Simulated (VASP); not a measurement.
Input of a VASP 6.6.1 run:

File POSCAR:

```
PtS2
1.0
    3.5526240946      0.0000000000      0.0000000000
   -1.7763120473      3.0766627160      0.0000000000
    0.0000000000      0.0000000000      5.1228306135
Pt S
1 2
Direct
    0.0000000000      0.0000000000      0.0000000000
    0.3333333333      0.6666666667      0.2392542175
    0.6666666667      0.3333333333      0.7607457825
```

The input INCAR.step1:

```
ALGO = Normal
EDIFF = 1E-5
ENCUT = 520
GGA = PE
ISIF = 2
ISMEAR = 0
LASPH = True
LCHARG = False
LREAL = False
LWAVE = True
NBANDS = 18
NELM = 80
PREC = Accurate
SIGMA = 0.01
```

The input INCAR.step2:

```
AEXX = 0.5
ALGO = Normal
EDIFF = 1E-6
ENCUT = 520
ISIF = 2
ISMEAR = 0
ISTART = 1
LASPH = True
LCHARG = False
LHFCALC = True
LMIXTAU = True
LREAL = False
LWAVE = False
METAGGA = R2SCAN
NBANDS = 18
NELM = 80
PREC = Accurate
PRECFOCK = Normal
SIGMA = 0.01
```

File KPOINTS:

```
k-points
0
Gamma
  6 6 2
```

Potentials or basis: VASP PAW PBE potentials, release 64 (Pt, S).

Launch:

```console
$ cat potpaw_PBE.64/Pt/POTCAR potpaw_PBE.64/S/POTCAR > POTCAR
$ cp INCAR.step1 INCAR
$ mpirun -np 1 vasp_std > vasp.out
$ cp INCAR.step2 INCAR
$ mpirun -np 1 vasp_std > vasp.out
```

(1) Estimate the pressure.

(2) Predict the largest force.

Answers

(1) -6.2 GPa.

(2) 0.777 eV/Å.

Caveat: the k points lie up to 0.61 Å⁻¹ apart; the PAW data sets were made with another functional, which shifts forces and pressure a little.
